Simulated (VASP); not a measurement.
Here is a VASP 6.6.1 calculation.

INCAR

```
PREC = Accurate
ENCUT = 520
EDIFF = 1E-6
ISMEAR = 0
SIGMA = 0.05
LREAL = F
LASPH = T
NELM = 60
ALGO = Normal
ISIF = 2
LWAVE = F
LCHARG = F
GGA = PE
NBANDS = 35
```

KPOINTS

```
regular mesh
0
Gamma
  6 4 8
```

Contents of POSCAR:

```
Al2O3
1.0
    4.7121766311      0.0000000000      0.0000000000
    0.0000000000      9.7035371733      0.0000000000
    0.0000000000      0.0000000000      2.7836547536
Al O
4 6
Direct
    0.4317423466      0.3295573566      0.5000000000
    0.5682576534      0.6704426434      0.5000000000
    0.9317423466      0.1704426434      0.0000000000
    0.0682576534      0.8295573566      0.0000000000
    0.7545470293      0.2269610254      0.5000000000
    0.0000000000      0.0000000000      0.0000000000
    0.7454529707      0.7269610254      0.0000000000
    0.2545470293      0.2730389746      0.0000000000
    0.2454529707      0.7730389746      0.5000000000
    0.5000000000      0.5000000000      0.5000000000
```

Potentials or basis: VASP PAW PBE potentials, release 64 (Al, O).

Command:

```sh
$ cat potpaw_PBE.64/Al/POTCAR potpaw_PBE.64/O/POTCAR > POTCAR
$ mpirun -np 1 vasp_std > vasp.out
```

**Question.** Predict the largest force.

**Answer.** 1.594 eV/Å.

**Question.** Predict the band gap on the k mesh.

**Answer.** 3.28 eV.

Stress tensor (GPa, compression positive):
```
 8.60  0.00  0.00
 0.00  2.74  0.00
 0.00  0.00 32.98
```

Caveat: the cell differs from its parent crystal (strain +0.000 along x and y, -0.080 along z); the cell stands under pressure; forces of over 1 eV/Å act on the atoms, so gaps and moduli don't describe the material at rest. A k mesh can miss the band edges.
